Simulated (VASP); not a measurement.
Write the native input for VASP 6.6.1 that does the following.

```
Task                    : single point
Functional              : PBE
Potentials or basis     : VASP PAW PBE potentials, release 64 (Ga_d, La)
Cutoff                  : 520 eV
k mesh                  : 10 × 10 × 10
Occupations             : fermi-dirac, width 0.1 eV
Spin                    : no spin polarisation
Dipole correction       : no
k mesh for the DOS      : 15 × 15 × 15
Occupations for the DOS : tetrahedron
Further INCAR settings  : ALGO = Normal; EDIFF = 1e-06
```

La2Ga:

```
CELL_PARAMETERS angstrom
2.03225 3.51996 0.00000
-2.03225 3.51996 0.00000
0.00000 -2.34664 6.71430
ATOMIC_POSITIONS crystal
Ga 0.00000 0.00000 0.00000
La 0.25793 0.25793 0.77379
La 0.74207 0.74207 0.22621
```

These files were run (other wordings do the same):

POSCAR

```
La2Ga
1.0
    2.0322520000      3.5199600000      0.0000000000
   -2.0322520000      3.5199600000      0.0000000000
    0.0000000000     -2.3466400000      6.7142980000
Ga La
1 2
Direct
    0.0000000000      0.0000000000      0.0000000000
    0.2579300000      0.2579300000      0.7737900000
    0.7420700000      0.7420700000      0.2262100000
```

INCAR.step1

```
PREC = Accurate
ENCUT = 520
EDIFF = 1E-6
ISMEAR = -1
SIGMA = 0.1
LREAL = F
LASPH = T
NELM = 80
ALGO = Normal
ISIF = 2
LWAVE = F
LCHARG = T
LMAXMIX = 6
GGA = PE
NBANDS = 24
```

KPOINTS.step1

```
Automatic mesh
0
Gamma
  10 10 10
```

INCAR.step2

```
PREC = Accurate
ENCUT = 520
EDIFF = 1E-6
ISMEAR = -5
SIGMA = 0.1
LREAL = F
LASPH = T
NELM = 80
ALGO = Normal
ISIF = 2
LWAVE = F
LCHARG = F
LMAXMIX = 6
GGA = PE
LORBIT = 11
NEDOS = 1001
ICHARG = 11
```

KPOINTS.step2

```
Automatic mesh
0
Gamma
  15 15 15
```

Potentials or basis: VASP PAW PBE potentials, release 64 (Ga_d, La).

Launch:

```bash
$ cat potpaw_PBE.64/Ga_d/POTCAR potpaw_PBE.64/La/POTCAR > POTCAR
$ cp INCAR.step1 INCAR
$ cp KPOINTS.step1 KPOINTS
$ mpirun -np 1 vasp_std > vasp.out
$ cp INCAR.step2 INCAR
$ cp KPOINTS.step2 KPOINTS
$ mpirun -np 1 vasp_std > vasp.out
```

Results of the run:

- Valence electrons inside the program's atomic spheres: Ga 12.02; La 8.69

Run time: 21 min on 1 thread of Oxide Virtual Turin-like Processor (shared host), peak memory 0.81 GiB.
